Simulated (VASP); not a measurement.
Wanted: the native input for a VASP 6.6.1 run.

```
Task                   : single point
Functional             : PBEsol
Potentials or basis    : VASP PAW PBE potentials, release 64 (Al, Co)
Cutoff                 : 520 eV
k mesh                 : 22 × 16 × 16
Occupations            : gaussian, width 0.15 eV
Spin                   : no spin polarisation
Dipole correction      : no
Further INCAR settings : ALGO = Fast; EDIFF = 1e-06; NBANDS = 20
```

The structure of AlCo lies in POSCAR:

```
AlCo
1.0
   -2.8225855360      0.0000000000      0.0000000000
    0.0000000000      2.8225855360      2.8225855360
    0.0000000000      2.8225855360     -2.8225855360
Al Co
2 2
Direct
    0.0000000000      0.0441982898     -0.0441982898
    0.0000000000      0.4558017102      0.5441982898
    0.5000000000      0.5531427651      0.0531427651
    0.5000000000     -0.0531427651      0.4468572349
```

This cell differs from its parent crystal: atoms displaced along a vibrational mode.

The input as run:

INCAR

```
PREC = Accurate
ENCUT = 520
EDIFF = 1E-6
ISMEAR = 0
SIGMA = 0.15
LREAL = F
LASPH = T
NELM = 100
ALGO = Fast
ISIF = 2
LWAVE = F
LCHARG = T
GGA = PS
LELF = T
LVHAR = T
NBANDS = 20
```

KPOINTS

```
regular mesh
0
Gamma
  22 16 16
```

Potentials or basis: VASP PAW PBE potentials, release 64 (Al, Co).

Command:

```bash
$ cat potpaw_PBE.64/Al/POTCAR potpaw_PBE.64/Co/POTCAR > POTCAR
$ mpirun -np 1 vasp_std > vasp.out
```

Results of the run:

```json
{
 "Pressure": "8.9 GPa",
 "Largest force": "2.664 eV/Å",
 "Band gap on the k mesh": "zero (bands 12 and 13 overlap by 1.01 eV)"
}
```

Caveat: the cell differs from its parent crystal (atoms displaced along a vibrational mode); the stress differs along the axes, from -6 to 22 GPa; the PAW data sets were made with another functional, which shifts forces and pressure a little; the run has no spin polarisation, though such a crystal can be magnetic.

It took 24 min on 1 thread of Oxide Virtual Turin-like Processor, with other jobs on the host, peak memory 0.71 GiB.
